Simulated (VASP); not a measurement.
Write the native input for VASP 6.6.1 that does the following.

```yaml
Task: single point
Functional: PBE
Potentials_or_basis: VASP PAW PBE potentials, release 64 (In_d, H)
Cutoff: 520 eV
k_mesh: 6 × 6 × 10
Occupations: gaussian, width 0.1 eV
Spin: no spin polarisation
Dipole_correction: no
Further_INCAR_settings: ALGO = Normal; EDIFF = 1e-06; NBANDS = 36
```

The structure of InH3 lies in POSCAR:

```
InH3
1.0
    7.4943545856      0.0000000000      0.0000000000
   -3.7471772928      6.4903014561      0.0000000000
    0.0000000000      0.0000000000      3.8672181107
In H
3 9
Direct
    0.5000000000      0.0000000000      0.0000000000
    0.5000000000      0.5000000000      0.0000000000
    0.0000000000      0.5000000000      0.0000000000
    0.5000000000      0.0000000000      0.5000000000
    0.5731282623      0.7865641312      1.0000234954
    0.4268717377      0.2134358688     -0.0000234954
    0.2134358688      0.7865641312      1.0000234954
    0.7865641312      0.2134358688     -0.0000234954
    0.5000000000      0.5000000000      0.5000000000
    0.2134358688      0.4268717377      1.0000234954
    0.7865641312      0.5731282623     -0.0000234954
    0.0000000000      0.5000000000      0.5000000000
```

The input as run:

INCAR

```
PREC     = Accurate       # precision mode
ENCUT    = 520            # plane-wave cutoff, eV
EDIFF    = 1E-6           # SCF threshold, eV
ISMEAR   = 0              # smearing method
SIGMA    = 0.1            # smearing width, eV
LREAL    = False          # projectors in reciprocal space
LASPH    = True           # aspherical terms in the spheres
NELM     = 80             # most SCF steps
ALGO     = Normal         # electronic algorithm
ISIF     = 2              # what is computed and relaxed
LWAVE    = False          # write WAVECAR
LCHARG   = True           # write CHGCAR
GGA      = PE             # functional
LELF     = True           # ELF
LVHAR    = True         
NBANDS   = 36             # bands
```

KPOINTS

```
regular mesh
0
Gamma
  6 6 10
```

Potentials or basis: VASP PAW PBE potentials, release 64 (In_d, H).

Command:

```console
$ cat potpaw_PBE.64/In_d/POTCAR potpaw_PBE.64/H/POTCAR > POTCAR
$ mpirun -np 1 vasp_std > vasp.out
```

Results of the run:

| Item | Value |
| --- | --- |
| Pressure | -0.1 GPa |
| Band gap on the k mesh | zero (band 24 reaches 1.00 eV, above the bottom of band 25 at 0.51 eV) |

Caveat: spin-orbit coupling is left out, which moves the levels of the heavy elements.

Run time: 8.9 min on 1 thread of Oxide Virtual Turin-like Processor (shared host), peak memory 0.43 GiB.
